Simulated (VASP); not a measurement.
# Ga3Sb (I4/mmm) in VASP: notebook

Runs on Ga3Sb. Level: PBE. Tasks: single point.

Program: VASP 6.6.1. These are calculated values, not measurements. Logs are shortened: lines on timing, memory, paths and dates and some standing lists are left out, and cuts for length are marked.

## Step 1: The cell of the first run

Symmetry: I4/mmm, No. 139, tetragonal system. Conventional cell: a = 4.661 Å, b = 4.661 Å, c = 8.606 Å, α = 90.00°, β = 90.00°, γ = 90.00°. Ga (site symmetry -4m2) has 10 Ga at 3.17 to 4.30 Å and 4 Sb at 3.17 Å within 4.4 Å. Within 4.4 Å of Ga (site symmetry 4/mmm) lie 8 Ga at 3.17 Å and 6 Sb at 3.30 to 4.30 Å. Within 4.4 Å of Sb (site symmetry 4/mmm) lie 14 Ga at 3.17 to 4.30 Å.

## Step 2: Single point, PBE (23.37 Å³/atom)

Contents of INCAR:

```
SYSTEM = Ga3Sb
ALGO = Fast
EDIFF = 1E-6
ENCUT = 520
GGA = PE
ISIF = 2
ISMEAR = 0
LASPH = .TRUE.
LCHARG = .TRUE.
LELF = .TRUE.
LREAL = .FALSE.
LVHAR = .TRUE.
LWAVE = .FALSE.
NBANDS = 30
NELM = 60
PREC = Accurate
SIGMA = 0.1
```

Contents of KPOINTS:

```
k-points
0
G
  14 14 14
  0 0 0
```

Contents of POSCAR:

```
Ga3Sb
1.0
   -2.3304941829      2.3304941829      4.3030974278
    2.3304941829     -2.3304941829      4.3030974278
    2.3304941829      2.3304941829     -4.3030974278
Ga Sb
3 1
Direct
    0.7500000000      0.2500000000      0.5000000000
    0.2500000000      0.7500000000      0.5000000000
    0.5000000000      0.5000000000      0.0000000000
    0.0000000000      0.0000000000      0.0000000000
```

Potentials or basis: VASP PAW PBE potentials, release 64 (Ga_d, Sb).

Command:

```bash
$ cat potpaw_PBE.64/Ga_d/POTCAR potpaw_PBE.64/Sb/POTCAR > POTCAR
$ mpirun -np 1 vasp_std > vasp.out
```

OUTCAR:

```text
SYSTEM = Ga3Sb
   EDIFF = 1E-6
   ENCUT = 520
   GGA = PE
   ISIF = 2
   ISMEAR = 0
   LASPH = .TRUE.
   LREAL = .FALSE.
   NELM = 60
   PREC = Accurate

 ion  position               nearest neighbor table
   1  0.750  0.250  0.500-   4 3.17   4 3.17   4 3.17   4 3.17
   2  0.250  0.750  0.500-   4 3.17   4 3.17   4 3.17   4 3.17
   3  0.500  0.500  0.000-   4 3.30   4 3.30   4 3.30   4 3.30
   4  0.000  0.000  0.000-   1 3.17   2 3.17   1 3.17   2 3.17   1 3.17   2 3.17   1 3.17   2 3.17
                             3 3.30   3 3.30   3 3.30   3 3.30

  LATTYP: Found a body centered tetragonal cell.
 ALAT       =     4.6609883658
 C/A-ratio  =     1.8464313103

  Lattice vectors:

 A1 = (  -2.3304941829,   2.3304941829,   4.3030974278)
 A2 = (   2.3304941829,  -2.3304941829,   4.3030974278)
 A3 = (   2.3304941829,   2.3304941829,  -4.3030974278)

Analysis of symmetry for initial positions (statically):
=====================================================================
 Subroutine PRICEL returns:
 Original cell was already a primitive cell.

 Routine SETGRP: Setting up the symmetry group for a
 body centered tetragonal supercell.

 Subroutine GETGRP returns: Found 16 space group operations
 (whereof 16 operations were pure point group operations)
 out of a pool of 16 trial point group operations.

The static configuration has the point symmetry D_4h.

Analysis of symmetry for dynamics (positions and initial velocities):
=====================================================================
 Subroutine PRICEL returns:
 Original cell was already a primitive cell.

 Routine SETGRP: Setting up the symmetry group for a
 body centered tetragonal supercell.

 Subroutine GETGRP returns: Found 16 space group operations
 (whereof 16 operations were pure point group operations)
 out of a pool of 16 trial point group operations.

The dynamic configuration has the point symmetry D_4h.

 Subroutine INISYM returns: Found 16 space group operations
 (whereof 16 operations are pure point group operations),
 and found     1 'primitive' translations

----------------------------------------------------------------------------------------

                                     Primitive cell

  volume of cell :      93.4840

  direct lattice vectors                    reciprocal lattice vectors
    -2.330494183  2.330494183  4.303097428     0.000000000  0.214546770  0.116195371
     2.330494183 -2.330494183  4.303097428     0.214546770  0.000000000  0.116195371
     2.330494183  2.330494183 -4.303097428     0.214546770  0.214546770  0.000000000

  length of vectors
     5.420244805  5.420244805  5.420244805     0.243991149  0.243991149  0.303414952

  position of ions in fractional coordinates (direct lattice)
     0.750000000  0.250000000  0.500000000
     0.250000000  0.750000000  0.500000000
     0.500000000  0.500000000  0.000000000
     0.000000000  0.000000000  0.000000000

  ion indices of the primitive-cell ions
   primitive index   ion index
                 1           1
                 2           2
                 3           3
                 4           4

----------------------------------------------------------------------------------------

 KPOINTS: k-points

Automatic generation of k-mesh.
 Grid dimensions read from file:
 generate k-points for:   14   14   14

 Generating k-lattice:

  Cartesian coordinates                     Fractional coordinates (reciprocal lattice)
     0.000000000  0.015324769  0.008299669     0.071428571 -0.000000000  0.000000000
     0.015324769  0.000000000  0.008299669    -0.000000000  0.071428571  0.000000000
     0.015324769  0.015324769  0.000000000     0.000000000  0.000000000  0.071428571

  Length of vectors
     0.017427939  0.017427939  0.021672497

  Shift w.r.t. Gamma in fractional coordinates (k-lattice)
     0.000000000  0.000000000  0.000000000

 Subroutine IBZKPT returns following result:
 ===========================================

 Found    244 irreducible k-points:

 Following reciprocal coordinates:
            Coordinates               Weight
  0.000000  0.000000  0.000000      1.000000
  0.071429 -0.000000  0.000000      8.000000
  0.142857  0.000000 -0.000000      8.000000
  0.214286  0.000000 -0.000000      8.000000
  0.285714 -0.000000  0.000000      8.000000
  0.357143 -0.000000  0.000000      8.000000
[... 16 lines left out ...]
  0.214286  0.142857 -0.000000     16.000000
  0.285714  0.142857 -0.000000     16.000000
 [... further k-points ...]
   k-points           NKPTS =    244   k-points in BZ     NKDIM =    244   number of bands    NBANDS=     30
   number of dos      NEDOS =    301   number of ions     NIONS =      4
   total plane-waves  NPLWV =  64000
   dimension x,y,z NGX =    40 NGY =   40 NGZ =   40
   dimension x,y,z NGXF=    80 NGYF=   80 NGZF=   80
   ions per type =               3   1
   NGX,Y,Z   is equivalent  to a cutoff of  12.27, 12.27, 12.27 a.u.
   NGXF,Y,Z  is equivalent  to a cutoff of  24.54, 24.54, 24.54 a.u.
 SYSTEM =  Ga3Sb
   PREC   = accura    normal or accurate (medium, high low for compatibility)
   ISTART =      0    job   : 0-new  1-cont  2-samecut
   ICHARG =      2    charge: 1-file 2-atom 10-const
   ISPIN  =      1    spin polarized calculation?
   LNONCOLLINEAR =      F non collinear calculations
   LSORBIT =      F    spin-orbit coupling
   LASPH  =      T    aspherical Exc in radial PAW
   ENCUT  =  520.0 eV  38.22 Ry    6.18 a.u.  10.08 10.08 10.08*2*pi/ulx,y,z
   NELM   =     60;   NELMIN=  2; NELMDL= -5     # of ELM steps
   EDIFF  = 0.1E-05   stopping-criterion for ELM
   LREAL  =      F    real-space projection
   EDIFFG = 0.1E-04   stopping-criterion for IOM
   NSW    =      0    number of steps for IOM
   IBRION =     -1    ionic relax: 0-MD 1-quasi-New 2-CG
   NFREE  =      0    steps in history (QN), initial steepest desc. (CG)
   ISIF   =      2    stress and relaxation
   ISYM   =      2    0-nonsym 1-usesym 2-fastsym
   POTIM  = 0.5000    time-step for ionic-motion
   TEBEG  =    0.0;   TEEND  =   0.0 temperature during run
   PSTRESS=    0.0 pullay stress
   NELECT =      44.0000    total number of electrons
   NUPDOWN=      -1.0000    fix difference up-down
   EMIN   =  10.00;   EMAX   =-10.00  energy-range for DOS
   EFERMI =   0.00;   METHOD = LEGACY
   ISMEAR =     0;   SIGMA  =   0.10  broadening in eV -4-tet -1-fermi 0-gaus
   EFERMI_NEDOS =   21; number of points for ismear=-14 and -15
   IALGO  =     68    algorithm
   IMIX   =      4    mixing-type and parameters
     AMIX     =   0.40;   BMIX     =  1.00
     AMIX_MAG =   1.60;   BMIX_MAG =  1.00
  volume/ion in A,a.u.               =      23.37       157.72
  Fermi-wavevector in a.u.,A,eV,Ry     =   1.273444  2.406461 22.064032  1.621661
  Thomas-Fermi vector in A             =   2.406267
   LORBIT       =      0    0 simple, 1 ext, 2 COOP (PROOUT), +10 PAW based schemes
   GGA     = PE    functional components
   LHFCALC =     F    Hartree Fock is set to
   AEXX    =    0.0000 exact exchange contribution
   IVDW    =     0    specifies the selected vdW correction
   LEPSILON=     F    determine dielectric tensor
   LRPA    =     F    only Hartree local field effects (RPA)
 non-spin polarized calculation
 RMM-DIIS sequential band-by-band and
 Gauss-broadening in eV      SIGMA  =   0.10
  energy-cutoff  :      520.00
  volume of cell :       93.48
 maximum number of plane-waves:      2560
   NGX = 21   NGY = 21   NGZ = 21

 number of electron      44.0000025 magnetization

 Free energy of the ion-electron system (eV)
  ---------------------------------------------------
  ext. energy  EPLUGINS =         0.00000000
  ---------------------------------------------------
  free energy    TOTEN  =       -12.55340032 eV

  energy without entropy =      -12.54720430  energy(sigma->0) =      -12.55030231

 E-fermi :   5.4681     XC(G=0): -10.2232

 val. band max:        5.4656718607   @ k =  -0.2143   0.3571   0.0714
 cond. band min:       5.4685895961   @ k =   0.3571   0.1429   0.0000
 fundamental gap:      0.0029177354
 Fermi energy:         5.4681201253

 k-point     1 :       0.0000    0.0000    0.0000
  band No.  band energies     occupation
      1      -9.4555      2.00000
      2      -9.4301      2.00000
      3      -9.4155      2.00000
      4      -9.4155      2.00000
      5      -9.4088      2.00000
      6      -9.3997      2.00000
[... 22 lines left out ...]
     29      11.1992      0.00000
     30      11.7330      0.00000

 k-point     2 :       0.0714   -0.0000    0.0000
  band No.  band energies     occupation
      1      -9.4538      2.00000
      2      -9.4298      2.00000
      3      -9.4189      2.00000
      4      -9.4178      2.00000
      5      -9.4044      2.00000
      6      -9.4018      2.00000
[... 22 lines left out ...]
     29      11.4981      0.00000
     30      12.0294      0.00000

 k-point     3 :       0.1429    0.0000   -0.0000
  band No.  band energies     occupation
      1      -9.4487      2.00000
      2      -9.4314      2.00000
      3      -9.4232      2.00000
      4      -9.4186      2.00000
      5      -9.4076      2.00000
      6      -9.3949      2.00000
[... 22 lines left out ...]
     29      12.2351      0.00000
     30      12.7741      0.00000

 k-point     4 :       0.2143    0.0000   -0.0000
  band No.  band energies     occupation
      1      -9.4410      2.00000
      2      -9.4342      2.00000
      3      -9.4293      2.00000
      4      -9.4126      2.00000
      5      -9.4111      2.00000
      6      -9.3860      2.00000
[... 616 lines left out ...]
     29      11.1851      0.00000
     30      11.8824      0.00000

 k-point    23 :       0.2143    0.1429   -0.0000
  band No.  band energies     occupation
      1      -9.4468      2.00000
      2      -9.4338      2.00000
      3      -9.4290      2.00000
      4      -9.4136      2.00000
      5      -9.4110      2.00000
      6      -9.3840      2.00000
[... 22 lines left out ...]
     29      10.1054      0.00000
     30      12.3995      0.00000

 k-point    24 :       0.2857    0.1429   -0.0000
  band No.  band energies     occupation
      1      -9.4478      2.00000
      2      -9.4309      2.00000
      3      -9.4254      2.00000
      4      -9.4145      2.00000
      5      -9.4057      2.00000
      6      -9.3753      2.00000
[... 22 lines left out ...]
     29      10.5958      0.00000
     30      12.3722      0.00000

 [... further k-points ...]

------------------------ aborting loop because EDIFF is reached ----------------------------------------

  FORCE on cell =-STRESS in cart. coord.  units (eV):
  Direction    XX          YY          ZZ          XY          YZ          ZX
  --------------------------------------------------------------------------------------
  -------------------------------------------------------------------------------------
  Total       -1.3345689     -1.3345689     -1.3601498      0.0000000     -0.0000000      0.0000000
  in kB      -22.8725392    -22.8725392    -23.3109575      0.0000000     -0.0000000      0.0000000
  external PRESSURE =     -23.0186786 kB  Pullay stress =       0.0000000 kB

 VOLUME and BASIS-vectors are now :
 -----------------------------------------------------------------------------
  energy-cutoff  :      520.00
  volume of cell :       93.48
      direct lattice vectors                 reciprocal lattice vectors
    -2.330494183  2.330494183  4.303097428     0.000000000  0.214546770  0.116195371
     2.330494183 -2.330494183  4.303097428     0.214546770  0.000000000  0.116195371
     2.330494183  2.330494183 -4.303097428     0.214546770  0.214546770  0.000000000

 POSITION                                       TOTAL-FORCE (eV/Angst)
 -----------------------------------------------------------------------------------
      0.00000      2.33049      2.15155        -0.000000      0.000000      0.000000
      2.33049      0.00000      2.15155         0.000000     -0.000000     -0.000000
      0.00000      0.00000      4.30310        -0.000000     -0.000000     -0.000000
      0.00000      0.00000      0.00000        -0.000000     -0.000000     -0.000000
 -----------------------------------------------------------------------------------
    total drift:                               -0.000000     -0.000000      0.000000

  FREE ENERGIE OF THE ION-ELECTRON SYSTEM (eV)
  ---------------------------------------------------
  free  energy   TOTEN  =       -12.5534003199 eV

  energy  without entropy=      -12.5472043006  energy(sigma->0) =      -12.55030231
```

Run time: 22 min. Hardware: 1 thread of Intel Xeon 8259CL, shared host; peak memory 0.68 GiB.

What came out:

```yaml
Free_energy: -12.5534 eV
Pressure: -2.3 GPa
Band_gap_on_the_k_mesh: zero (bands 22 and 23 overlap by 4.01 eV)
```

Caveat: spin-orbit coupling is left out, which moves the levels of the heavy elements.

(Part 1 of 3 ends here.)
